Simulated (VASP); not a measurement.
The system is BaTe.

```
CELL_PARAMETERS angstrom
0.00000 3.91416 3.91416
3.91416 0.00000 3.91416
3.91416 3.91416 0.00000
ATOMIC_POSITIONS crystal
Ba 0.00000 0.00000 0.00000
Te 0.25000 0.25000 0.25000
```

Base run:

- Program: VASP 6.6.1
- Functional: PBE
- Potentials or basis: VASP PAW PBE potentials, release 64 (Ba_sv, Te)
- Cutoff: 520 eV
- k mesh: 6 × 6 × 6
- Occupations: gaussian, width 0.01 eV
- Spin: no spin polarisation

Its results: band gap on the k mesh 2.58 eV (least direct gap 2.92 eV); pressure 0.2 GPa.

The run is repeated on the same cell with these changes: functional from PBE to r2SCAN; further incar settings from ALGO = Normal; EDIFF = 1e-07; NBANDS = 15 to ALGO = Normal; EDIFF = 1e-06; NBANDS = 15. What comes out?

Band gap on the k mesh 2.95 eV (least direct gap 3.18 eV); pressure 0.2 GPa.

Caveats: the structure was generated, so it needn't be the stable form of BaTe; spin-orbit coupling is left out, which moves the levels of the heavy elements; the PAW data sets were made with another functional, which shifts forces and pressure a little (at least some runs).

A k mesh can miss the band edges.
